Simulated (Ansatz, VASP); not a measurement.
**FePt: VASP beside Ansatz**

```xyz
2
Lattice="2.7235 0.0000 0.0000 0.0000 2.7235 0.0000 0.0000 0.0000 3.7200" Properties=species:S:1:pos:R:3 pbc="T T T"
Pt    1.3618    1.3618    1.8600
Fe    0.0000    0.0000    0.0000
```

Alike in both runs: task single point; functional PBE; k mesh 10 × 10 × 7; occupations gaussian, width 0.013 eV; collinear spin.

|  | VASP | Ansatz |
| --- | --- | --- |
| version | VASP 6.6.1 | Ansatz 0.2.0 |
| potentials or method | VASP PAW PBE potentials, release 64 (Pt, Fe), cutoff 520 eV | all-electron LAPW, scalar-relativistic |

Ansatz gave:

```
gap on the k mesh at the Fermi level (eV)                     : none
pressure (GPa)                                                : 3.4
traceless stress, the component that is largest in VASP (GPa) : 0.32
net moment per atom (μB)                                      : 1.64
size of the moment on the site where the two differ most (μB) : 2.97
```

Question: Estimate VASP's values.

Answer: gap on the k mesh at the Fermi level (eV): none; pressure (GPa): 2.8; traceless stress, the component that is largest in VASP (GPa): 0.41; net moment per atom (μB): 1.62; size of the moment on the site where the two differ most (μB): 2.91.

Site moments also hang on the region over which each program counts them. A gap of «none» marks a metal or a gap that the smearing closes. Ansatz ran all-electron here, and VASP with PAW potentials.

Spin-orbit coupling is off throughout.
